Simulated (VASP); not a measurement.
# S (Pm-3m) in VASP: further runs

S is run at these levels: PBE; tasks: relaxation of cell and atoms.

Program: VASP 6.6.1. These are calculated values, not measurements. Logs are shortened: lines on timing, memory, paths and dates and some standing lists are left out, and cuts for length are marked.

### Step 1. The cell of the first run

The structure is cubic, space group Pm-3m (No. 221). The conventional cell has a = 2.730 Å, b = 2.730 Å, c = 2.730 Å, α = 90.00°, β = 90.00°, γ = 90.00°. S (site symmetry m-3m) has 6 S at 2.73 Å within 3.6 Å.

### Step 2. Relaxation of cell and atoms, PBE, target pressure 20 GPa, at which the enthalpy is minimised

The input, INCAR:

```
ALGO     = Normal         # electronic algorithm
EDIFF    = 1E-7           # SCF threshold, eV
EDIFFG   = -0.01          # ionic threshold
ENCUT    = 600            # plane-wave cutoff, eV
GGA      = PE             # functional
IBRION   = 2              # ionic algorithm
ISIF     = 3              # what is computed and relaxed
ISMEAR   = -1             # smearing method
LASPH    = True           # aspherical terms in the spheres
LCHARG   = False          # write CHGCAR
LREAL    = False          # projectors in reciprocal space
LWAVE    = False          # write WAVECAR
NELM     = 60             # most SCF steps
NSW      = 80             # ionic steps
PREC     = Accurate       # precision mode
PSTRESS  = 200.0        
SIGMA    = 0.02           # smearing width, eV
```

The input, KPOINTS:

```
k-points
0
Gamma
  7 7 7
```

The input, POSCAR:

```
S
1.0
    2.7300000000      0.0000000000      0.0000000000
    0.0000000000      2.7300000000      0.0000000000
    0.0000000000      0.0000000000      2.7300000000
S
1
Direct
    0.0000000000      0.0000000000      0.0000000000
```

Potentials or basis: VASP PAW PBE potentials, release 64 (S).

Launch:

```
$ cat potpaw_PBE.64/S/POTCAR > POTCAR
$ mpirun -np 1 vasp_std > vasp.out
```

OUTCAR:

```text
EDIFF = 1E-7
   EDIFFG = -0.01
   ENCUT = 600
   GGA = PE
   IBRION = 2
   ISIF = 3
   ISMEAR = -1
   LASPH = True
   LREAL = False
   NELM = 60
   NSW = 80
   PREC = Accurate
   PSTRESS = 200.0

 ion  position               nearest neighbor table
   1  0.000  0.000  0.000-

  LATTYP: Found a simple cubic cell.
 ALAT       =     2.7300000000

  Lattice vectors:

 A1 = (   2.7300000000,   0.0000000000,   0.0000000000)
 A2 = (   0.0000000000,   2.7300000000,   0.0000000000)
 A3 = (   0.0000000000,   0.0000000000,   2.7300000000)

Analysis of symmetry for initial positions (statically):
=====================================================================
 Subroutine PRICEL returns:
 Original cell was already a primitive cell.

 Routine SETGRP: Setting up the symmetry group for a
 simple cubic supercell.

 Subroutine GETGRP returns: Found 48 space group operations
 (whereof 48 operations were pure point group operations)
 out of a pool of 48 trial point group operations.

The static configuration has the point symmetry O_h .

Analysis of symmetry for dynamics (positions and initial velocities):
=====================================================================
 Subroutine PRICEL returns:
 Original cell was already a primitive cell.

 Routine SETGRP: Setting up the symmetry group for a
 simple cubic supercell.

 Subroutine GETGRP returns: Found 48 space group operations
 (whereof 48 operations were pure point group operations)
 out of a pool of 48 trial point group operations.

The dynamic configuration has the point symmetry O_h .

 Subroutine INISYM returns: Found 48 space group operations
 (whereof 48 operations are pure point group operations),
 and found     1 'primitive' translations

----------------------------------------------------------------------------------------

                                     Primitive cell

  volume of cell :      20.3464

  direct lattice vectors                    reciprocal lattice vectors
     2.730000000  0.000000000  0.000000000     0.366300366  0.000000000  0.000000000
     0.000000000  2.730000000  0.000000000     0.000000000  0.366300366  0.000000000
     0.000000000  0.000000000  2.730000000     0.000000000  0.000000000  0.366300366

  length of vectors
     2.730000000  2.730000000  2.730000000     0.366300366  0.366300366  0.366300366

  position of ions in fractional coordinates (direct lattice)
     0.000000000  0.000000000  0.000000000

  ion indices of the primitive-cell ions
   primitive index   ion index
                 1           1

----------------------------------------------------------------------------------------

[... 23 lines left out ...]

 Following reciprocal coordinates:
            Coordinates               Weight
  0.000000  0.000000  0.000000      1.000000
  0.142857  0.000000  0.000000      6.000000
  0.285714  0.000000  0.000000      6.000000
  0.428571  0.000000  0.000000      6.000000
  0.142857  0.142857  0.000000     12.000000
  0.285714  0.142857  0.000000     24.000000
[... 12 lines left out ...]
  0.428571  0.428571  0.285714     24.000000
  0.428571  0.428571  0.428571      8.000000
   k-points           NKPTS =     20   k-points in BZ     NKDIM =     20   number of bands    NBANDS=      7
   number of dos      NEDOS =    301   number of ions     NIONS =      1
   total plane-waves  NPLWV =  13824
   dimension x,y,z NGX =    24 NGY =   24 NGZ =   24
   dimension x,y,z NGXF=    48 NGYF=   48 NGZF=   48
   ions per type =               1
   NGX,Y,Z   is equivalent  to a cutoff of  14.62, 14.62, 14.62 a.u.
   NGXF,Y,Z  is equivalent  to a cutoff of  29.23, 29.23, 29.23 a.u.
 SYSTEM =  unknown system
   PREC   = accura    normal or accurate (medium, high low for compatibility)
   ISTART =      0    job   : 0-new  1-cont  2-samecut
   ICHARG =      2    charge: 1-file 2-atom 10-const
   ISPIN  =      1    spin polarized calculation?
   LNONCOLLINEAR =      F non collinear calculations
   LSORBIT =      F    spin-orbit coupling
   LASPH  =      T    aspherical Exc in radial PAW
   ENCUT  =  600.0 eV  44.10 Ry    6.64 a.u.   5.45  5.45  5.45*2*pi/ulx,y,z
   NELM   =     60;   NELMIN=  2; NELMDL= -5     # of ELM steps
   EDIFF  = 0.1E-06   stopping-criterion for ELM
   LREAL  =      F    real-space projection
   EDIFFG = -.1E-01   stopping-criterion for IOM
   NSW    =     80    number of steps for IOM
   IBRION =      2    ionic relax: 0-MD 1-quasi-New 2-CG
   NFREE  =      1    steps in history (QN), initial steepest desc. (CG)
   ISIF   =      3    stress and relaxation
   ISYM   =      2    0-nonsym 1-usesym 2-fastsym
   POTIM  = 0.5000    time-step for ionic-motion
   TEBEG  =    0.0;   TEEND  =   0.0 temperature during run
   PSTRESS=  200.0 pullay stress
   NELECT =       6.0000    total number of electrons
   NUPDOWN=      -1.0000    fix difference up-down
   EMIN   =  10.00;   EMAX   =-10.00  energy-range for DOS
   EFERMI =   0.00;   METHOD = LEGACY
   ISMEAR =    -1;   SIGMA  =   0.02  broadening in eV -4-tet -1-fermi 0-gaus
   EFERMI_NEDOS =   21; number of points for ismear=-14 and -15
   IALGO  =     38    algorithm
   IMIX   =      4    mixing-type and parameters
     AMIX     =   0.40;   BMIX     =  1.00
     AMIX_MAG =   1.60;   BMIX_MAG =  1.00
  volume/ion in A,a.u.               =      20.35       137.30
  Fermi-wavevector in a.u.,A,eV,Ry     =   1.089672  2.059182 16.155365  1.187386
  Thomas-Fermi vector in A             =   2.225881
   LORBIT       =      0    0 simple, 1 ext, 2 COOP (PROOUT), +10 PAW based schemes
   GGA     = PE    functional components
   LHFCALC =     F    Hartree Fock is set to
   AEXX    =    0.0000 exact exchange contribution
   IVDW    =     0    specifies the selected vdW correction
   LEPSILON=     F    determine dielectric tensor
   LRPA    =     F    only Hartree local field effects (RPA)
 conjugate gradient relaxation of ions
 non-spin polarized calculation
  energy-cutoff  :      600.00
  volume of cell :       20.35
 maximum number of plane-waves:       691
 NGX is ok and might be reduce to    24
   NGX = 11   NGY = 11   NGZ = 11

--------------------------------------- Ionic step        1  -------------------------------------------

 number of electron       5.9999999 magnetization

 Free energy of the ion-electron system (eV)
  ---------------------------------------------------
  ext. energy  EPLUGINS =         0.00000000
  ---------------------------------------------------
  free energy    TOTEN  =        -3.34678912 eV

  energy without entropy =       -3.34550782  energy(sigma->0) =       -3.34614847

 E-fermi :   4.7102     XC(G=0):  -9.7867

 val. band max:        4.6779479846   @ k =   0.2857   0.1429   0.1429
 cond. band min:       4.8801074847   @ k =   0.2857   0.1429   0.1429
 fundamental gap:      0.2021595001
 Fermi energy:         4.7102161385
[... 626 lines left out ...]
--------------------------------------- Ionic step        7  -------------------------------------------

 number of electron       5.9999999 magnetization

 Free energy of the ion-electron system (eV)
  ---------------------------------------------------
  ext. energy  EPLUGINS =         0.00000000
  ---------------------------------------------------
  free energy    TOTEN  =        -3.32819768 eV

  energy without entropy =       -3.32755062  energy(sigma->0) =       -3.32787415

 E-fermi :   9.6369     XC(G=0): -11.3771

 val. band max:        9.6369187830   @ k =   0.1429   0.1429   0.1429
 cond. band min:      10.1967069569   @ k =   0.4286   0.1429   0.1429
 fundamental gap:      0.5597881739
 Fermi energy:         9.6369214881
[... 230 lines left out ...]
  energy  without entropy=       -3.3275506176  energy(sigma->0) =       -3.32787415

  enthalpy is  TOTEN    =        -1.5221812241 eV   P V=        1.8060164528

 reached required accuracy - stopping structural energy minimisation
```

CONTCAR:

```text
S
   1.00000000000000
     2.4366927046898206    0.0000000000000000   -0.0000000000000000
     0.0000000000000000    2.4366927046898206   -0.0000000000000000
     0.0000000000000000    0.0000000000000000    2.4366927046898206
  S
     1
Direct
     0.0000000000000000    0.0000000000000000    1.0000000000000000

  0.00000000E+00  0.00000000E+00  0.00000000E+00
```

Wall time 5.8 s (1 thread of Intel Xeon 6975P-C (Granite Rapids), shared host); peak memory 0.13 GiB.

Results:

| Property | Result |
| --- | --- |
| Free energy | -3.3282 eV |
| Relaxed volume | 14.47 Å³/atom |
| Relaxed cell | a = 2.437 Å, b = 2.437 Å, c = 2.437 Å, α = 90.00°, β = 90.00°, γ = 90.00° |
| Space group after relaxing (to 0.05 Å) | Pm-3m (No. 221) |
| Energy change on relaxing (the enthalpy is what falls) | +18.6 meV/atom |
| Ionic steps | 7 |
| Pressure after relaxing | 20.0 GPa |
| Band gap on the k mesh | zero (band 3 reaches 13.40 eV, above the bottom of band 4 at 5.93 eV) |

The path:
| step | energy change (eV) | largest force (eV/Å) | pressure (GPa) | volume (Å³) |
| --- | --- | --- | --- | --- |
| 1 | 0.0000 | 0.0000 | -10.21 | 20.35 |
| 2 | 1.0784 | 0.0000 | 80.40 | 11.01 |
| 3 | -0.0237 | 0.0000 | 15.92 | 14.85 |
| 4 | 0.0150 | 0.0000 | 19.67 | 14.50 |
| 5 | 0.0281 | 0.0000 | 20.87 | 14.39 |
| 6 | 0.0094 | 0.0000 | 19.15 | 14.54 |
| 7 | 0.0186 | 0.0000 | 20.00 | 14.47 |

Final structure:
```xyz
1
Lattice="2.4367 0.0000 0.0000 0.0000 2.4367 0.0000 0.0000 0.0000 2.4367" Properties=species:S:1:pos:R:3 pbc="T T T"
S     0.0000    0.0000    2.4367
```

Levels at points of the mesh, in eV from the Fermi level:
```tsv
k point	band 1	band 2	band 3	band 4	band 5	band 6	band 7
(0.00, 0.00, 0.00)	-18.87	1.87	1.87	1.87	6.73	6.73	11.77
```

Caveat: the cell is relaxed towards a set pressure, so the enthalpy falls and the energy may rise; the volume moved by over 15 % at a fixed basis, so the end points are rough.

### Step 3. Relaxation of cell and atoms, PBE, target pressure 40 GPa, at which the enthalpy is minimised

The input, INCAR:

```
SYSTEM = S
ALGO     = Normal         ! electronic algorithm
EDIFF    = 1E-6           ! SCF threshold, eV
EDIFFG   = -0.01          ! ionic threshold
ENCUT    = 600            ! plane-wave cutoff, eV
GGA      = PE             ! functional
IBRION   = 2              ! ionic algorithm
ISIF     = 3              ! what is computed and relaxed
ISMEAR   = -1             ! smearing method
LASPH    = .True.         ! aspherical terms in the spheres
LCHARG   = .False.        ! write CHGCAR
LREAL    = .False.        ! projectors in reciprocal space
LWAVE    = .False.        ! write WAVECAR
NELM     = 60             ! most SCF steps
NSW      = 80             ! ionic steps
PREC     = Accurate       ! precision mode
PSTRESS  = 400.0        
SIGMA    = 0.02           ! smearing width, eV
```

The input, KPOINTS:

```
k-points
0
Gamma
  7 7 7
  0 0 0
```

POSCAR is that of step 2.

Potentials or basis: VASP PAW PBE potentials, release 64 (S).

Launch:

```
$ cat potpaw_PBE.64/S/POTCAR > POTCAR
$ mpirun -np 1 vasp_std > vasp.out
```

It took 5.5 s on 1 thread of Intel Xeon 6975P-C (Granite Rapids), shared host; peak memory 0.13 GiB.

The run converged. Its results:

```
Free energy                                            : -3.0757 eV
Relaxed volume                                         : 13.08 Å³/atom
Relaxed cell                                           : a = 2.356 Å, b = 2.356 Å, c = 2.356 Å, α = 90.00°, β = 90.00°, γ = 90.00°
Space group after relaxing (to 0.05 Å)                 : Pm-3m (No. 221)
Energy change on relaxing (the enthalpy is what falls) : +271.1 meV/atom
Ionic steps                                            : 7
Pressure after relaxing                                : 40.0 GPa
Band gap on the k mesh                                 : zero (band 3 reaches 15.73 eV, above the bottom of band 4 at 7.69 eV)
```

Step by step:
```tsv
step	energy change (eV)	largest force (eV/Å)	pressure (GPa)	volume (Å³)
1	0.0000	0.0000	-10.20	20.35
2	5.2549	0.0000	355.89	6.75
3	0.2291	0.0000	36.94	13.26
4	0.2646	0.0000	39.53	13.11
5	0.2960	0.0000	41.78	12.99
6	0.2359	0.0000	37.44	13.23
7	0.2711	0.0000	40.00	13.08
```

Final structure:
```xyz
1
Lattice="2.3564 0.0000 0.0000 0.0000 2.3564 0.0000 0.0000 0.0000 2.3564" Properties=species:S:1:pos:R:3 pbc="T T T"
S     0.0000    0.0000    0.0000
```

Levels at points of the mesh, in eV from the Fermi level:
```
           k point  band 1  band 2  band 3  band 4  band 5  band 6  band 7
(0.00, 0.00, 0.00)  -20.31    1.97    1.97    1.97    6.12    6.12   12.56
```

Caveat: the cell is relaxed towards a set pressure, so the enthalpy falls and the energy may rise; the volume moved by over 15 % at a fixed basis, so the end points are rough.

### Step 4. Relaxation of cell and atoms, PBE, target pressure 60 GPa, at which the enthalpy is minimised

The input, INCAR:

```
PREC = Accurate
ENCUT = 600
EDIFF = 1E-6
ISMEAR = -1
SIGMA = 0.02
LREAL = F
LASPH = T
NELM = 100
ALGO = Normal
ISIF = 3
LWAVE = F
LCHARG = F
GGA = PE
IBRION = 2
NSW = 80
EDIFFG = -0.01
PSTRESS = 600.0
```

The input, KPOINTS:

```
regular mesh
0
Gamma
  7 7 7
```

POSCAR is that of step 3.

Launch:

```
$ cat potpaw_PBE.64/S/POTCAR > POTCAR
$ mpirun -np 1 vasp_std > vasp.out
```

Wall time 7.4 s (1 thread of Intel Xeon 6975P-C (Granite Rapids), shared host); peak memory 0.13 GiB.

The run converged. Its results:

```
Free energy                                            : -2.7829 eV
Relaxed volume                                         : 12.14 Å³/atom
Relaxed cell                                           : a = 2.298 Å, b = 2.298 Å, c = 2.298 Å, α = 90.00°, β = 90.00°, γ = 90.00°
Space group after relaxing (to 0.05 Å)                 : Pm-3m (No. 221)
Energy change on relaxing (the enthalpy is what falls) : +563.9 meV/atom
Ionic steps                                            : 9
Pressure after relaxing                                : 60.0 GPa
Band gap on the k mesh                                 : zero (band 3 reaches 17.61 eV, above the bottom of band 4 at 9.25 eV)
```

The path:
```csv
step,energy change (eV),largest force (eV/Å),pressure (GPa),volume (Å³)
1,0.0000,0.0000,-10.20,20.35
2,23.6176,0.0000,2276.69,3.77
3,-0.1194,0.0000,1.80,16.75
4,-0.0161,0.0000,16.69,14.77
5,0.7604,0.0000,72.61,11.66
6,0.5386,0.0000,58.33,12.20
7,0.5893,0.0000,61.67,12.07
8,0.5181,0.0000,56.97,12.26
9,0.5639,0.0000,60.00,12.14
```

Final structure:
```yaml
crystal:
  lattice:
    - [2.29807, 0.00000, 0.00000]
    - [0.00000, 2.29807, 0.00000]
    - [0.00000, 0.00000, 2.29807]
  atoms:
    - { symbol: S, position: [0.00000, 0.00000, 0.00000] }
```

Levels at points of the mesh, in eV from the Fermi level:
```
           k point  band 1  band 2  band 3  band 4  band 5  band 6  band 7
(0.00, 0.00, 0.00)  -21.48    2.05    2.05    2.05    5.63    5.63   13.18
```

Caveat: the cell is relaxed towards a set pressure, so the enthalpy falls and the energy may rise; the volume moved by over 15 % at a fixed basis, so the end points are rough.

### Step 5. The runs side by side

| cell | gap on the mesh (eV) | pressure (GPa) |
| --- | --- | --- |
| relaxed to 20 GPa | none | 20.0 |
| relaxed to 40 GPa | none | 40.0 |
| relaxed to 60 GPa | none | 60.0 |

Alike in all rows: task relaxation of cell and atoms; level PBE; potentials or basis VASP PAW PBE potentials, release 64 (S); no spin polarisation; k mesh 7 × 7 × 7; cutoff (eV) 600; smearing fermi-dirac 0.02 eV.

Caveats: the cell is relaxed towards a set pressure, so the enthalpy falls and the energy may rise; the volume moved by over 15 % at a fixed basis, so the end points are rough.

Absolute energies hang on the potentials; compare differences alone.
